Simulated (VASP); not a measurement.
Al3Cu, 4 atoms in the cell. The structure is cubic, space group Pm-3m (No. 221). The conventional cell has a = 3.924 Å, b = 3.924 Å, c = 3.924 Å, α = 90.00°, β = 90.00°, γ = 90.00°. Within 3.7 Å of Al (site symmetry 4/mmm) lie 8 Al at 2.77 Å and 4 Cu at 2.77 Å. Cu (site symmetry m-3m) has 12 Al at 2.77 Å within 3.7 Å. 

| Property | Result |
| --- | --- |
| Program | VASP 6.6.1 |
| Task | single point |
| Functional | LDA |
| Potentials or basis | VASP PAW LDA potentials, release 64 (Al, Cu) |
| Cutoff | 520 eV |
| k mesh | 7 × 7 × 7 |
| Occupations | fermi-dirac, width 0.05 eV |
| Spin | no spin polarisation |
| Dipole correction | no |
| Further INCAR settings | ALGO = Normal; EDIFF = 1e-06; NBANDS = 18 |

Potentials or basis: VASP PAW LDA potentials, release 64 (Al, Cu).

The run is started by

```bash
$ cat potpaw_LDA.64/Al/POTCAR potpaw_LDA.64/Cu/POTCAR > POTCAR
$ mpirun -np 1 vasp_std > vasp.out
```

Hardware: 1 thread of Intel(R) Xeon(R) 6975P-C (Granite Rapids), on a shared host.

Question: Estimate the wall time of this run.

Answer: Run time: 11 s on 1 thread of Intel(R) Xeon(R) 6975P-C (Granite Rapids) (shared host), peak memory 0.15 GiB. Counts: scf iterations 16, k points 20.
